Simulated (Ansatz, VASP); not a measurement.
**BeMo in VASP and in Ansatz**

```xyz
2
Lattice="2.8856 0.0000 0.0000 0.0000 2.8856 0.0000 0.0000 0.0000 2.8856" Properties=species:S:1:pos:R:3 pbc="T T T"
Be    0.0000    0.0000    0.0000
Mo    1.4428    1.4428    1.4428
```

Alike in both runs: functional PBE; k mesh 20 × 20 × 20; occupations gaussian, width 0.1 eV; no spin polarisation.

Ansatz relaxed the structure, and its values are those at the end. VASP's run is a single point on that final structure, the one shown.

|  | VASP | Ansatz |
| --- | --- | --- |
| version | VASP 6.6.1 | Ansatz 0.2.0 |
| potentials or method | VASP PAW PBE potentials, release 64 (Be, Mo_sv), cutoff 520 eV | scalar-relativistic, plane waves, PAW |
| valence electrons in the cell | 16 | 16 |

```csv
,VASP,Ansatz,Ansatz less VASP
gap on the k mesh at the Fermi level (eV),none,none,-
pressure (GPa),0.3,0.0,-0.33
```

A gap of «none» marks a metal or a gap that the smearing closes.
